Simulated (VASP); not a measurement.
Input of a VASP 6.6.1 run:

Contents of INCAR:

```
PREC = Accurate
ENCUT = 520
EDIFF = 1E-7
ISMEAR = 0
SIGMA = 0.05
LREAL = F
LASPH = T
NELM = 100
ALGO = Normal
ISIF = 2
LWAVE = F
LCHARG = F
GGA = PE
NBANDS = 26
```

Contents of KPOINTS:

```
Automatic mesh
0
Gamma
  9 9 4
```

POSCAR

```
ZnS
1.0
    3.6917363860      0.0000000000      0.0000000000
   -1.8458681930      3.1971374943      0.0000000000
    0.0000000000      0.0000000000      6.3037246812
Zn S
2 2
Direct
    0.2993460745      0.6666666667      0.0052003729
    0.7006539255      0.3333333333      0.5052003729
    0.3607984271      0.6666666667      0.3797996271
    0.6392015729      0.3333333333      0.8797996271
```

Potentials or basis: VASP PAW PBE potentials, release 64 (Zn, S).

The run is started by

```console
$ cat potpaw_PBE.64/Zn/POTCAR potpaw_PBE.64/S/POTCAR > POTCAR
$ mpirun -np 1 vasp_std > vasp.out
```

Problem. Predict the largest force.

Solution. 0.439 eV/Å.

Problem. What does it give for the band gap on the k mesh?

Solution. 2.27 eV, direct.

Stress tensor (GPa, compression positive):
```
9.32 0.17 0.00
0.17 9.42 0.00
0.00 0.00 2.43
```

A hybrid or GW would open this gap; PBE tends to underestimate it.
